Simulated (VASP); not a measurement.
# Fe: relaxation of cell and atoms with revPBE+D4

The system is Fe.

```xyz
2
Lattice="2.4342 0.0000 0.0000 -1.2171 2.1080 0.0000 0.0000 0.0000 3.8419" Properties=species:S:1:pos:R:3 pbc="T T T"
Fe    1.2171    0.7027    2.8815
Fe    0.0000    1.4054    0.9605
```

This isn't the form of Fe at room conditions, which is bcc.

```json
{
  "Program": "VASP 6.6.1",
  "Task": "relaxation of cell and atoms",
  "Functional": "revPBE",
  "Dispersion": "D4",
  "Potentials or basis": "VASP PAW PBE potentials, release 64 (Fe)",
  "Cutoff": "600 eV",
  "k mesh": "12 × 12 × 7",
  "Occupations": "fermi-dirac, width 0.05 eV",
  "Spin": "collinear spin, ferromagnetic start",
  "Starting moments": "[3.0, 3.0] μB",
  "Dipole correction": "no",
  "Further INCAR settings": "ALGO = Fast; EDIFF = 1e-06; IBRION = 2; EDIFFG = -0.01; NSW = 60; ISIF = 3"
}
```

```json
{
 "Relaxed volume": "9.97 Å³/atom",
 "Relaxed cell": "a = 2.440 Å, b = 2.440 Å, c = 3.868 Å, α = 90.00°, β = 90.00°, γ = 120.00°",
 "Space group after relaxing (to 0.1 Å)": "P6_3/mmc (No. 194)",
 "Energy gained by relaxing": "1.4 meV/atom",
 "Ionic steps": "7",
 "Pressure after relaxing": "0.0 GPa",
 "Band gap on the k mesh": "zero (filled and empty bands overlap)",
 "Net moment": "0.00 μB per cell",
 "Valence electrons inside the program's atomic spheres": "Fe 7.56",
 "Dispersion energy per atom": "-0.668 eV"
}
```

The path:
```tsv
step	energy change (eV)	largest force (eV/Å)	pressure (GPa)	volume (Å³)
1	0.0000	0.0000	3.71	19.71
2	0.0057	0.0000	-6.19	20.37
3	-0.0028	0.0000	-0.02	19.95
4	-0.0028	0.0000	-0.21	19.96
5	-0.0029	0.0000	-0.23	19.95
6	-0.0029	0.0000	-0.16	19.95
7	-0.0029	0.0000	-0.05	19.95
```

Final structure:
```xyz
2
Lattice="2.4403 0.0000 0.0000 -1.2202 2.1134 0.0000 0.0000 0.0000 3.8681" Properties=species:S:1:pos:R:3 pbc="T T T"
Fe    1.2202    0.7045    2.9011
Fe    0.0000    1.4089    0.9670
```

Levels at points of the mesh, in eV from the Fermi level:
Spin up:
```
           k point  band 6  band 7  band 8  band 9  band 10  band 11
(0.00, 0.00, 0.00)   -1.24   -1.24   -0.88   -0.88     0.48     0.71
(0.50, 0.00, 0.00)   -1.60   -1.12    0.83    1.06     1.08     2.73
```
Spin down:
| k point | band 5 | band 6 | band 7 | band 8 | band 9 | band 10 | band 11 | band 12 |
| --- | --- | --- | --- | --- | --- | --- | --- | --- |
| (0.00, 0.00, 0.00) | -1.60 | -1.24 | -1.24 | -0.88 | -0.88 | 0.48 | 0.71 | 0.71 |
| (0.50, 0.00, 0.00) | -2.02 | -1.60 | -1.12 | 0.83 | 1.06 | 1.08 | 2.73 | 4.94 |

Run time: 2.4 min on 1 thread of AMD EPYC 7R43 64-Core Processor (Zen 3), with other jobs on the host, peak memory 0.14 GiB.

Caveat: the PAW data sets were made with another functional, which shifts forces and pressure a little.
